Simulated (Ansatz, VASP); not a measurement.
Two plane-wave programs on Si2Ni

```
Si Ni
1.0
     3.82262    0.00000    0.00000
     1.91131    3.31049    0.00000
     1.91131    1.10350    3.12116
Si Ni
2 1
Direct
  0.25000 0.25000 0.25000
  0.75000 0.75000 0.75000
  0.00000 0.00000 0.00000
```

Alike in both runs: task single point; functional PBE; k mesh 11 × 11 × 11; occupations gaussian, width 0.25 eV; collinear spin.

|  | VASP | Ansatz |
| --- | --- | --- |
| version | VASP 6.6.1 | Ansatz 0.2.0 |
| potentials or method | VASP PAW PBE potentials, release 64 (Si, Ni) | plane waves, PAW |
| plane-wave cutoff (eV) | 520 | 420 |
| valence electrons in the cell | 18 | 26 |

```csv
,VASP,Ansatz,Ansatz less VASP
net moment per atom (μB),0.00,0.00,0.000
```

VASP's potentials hold 18 valence electrons a cell and Ansatz's 26, so a difference there can come from the potentials and not from the codes. Ansatz's warnings: seeded moment not kept.
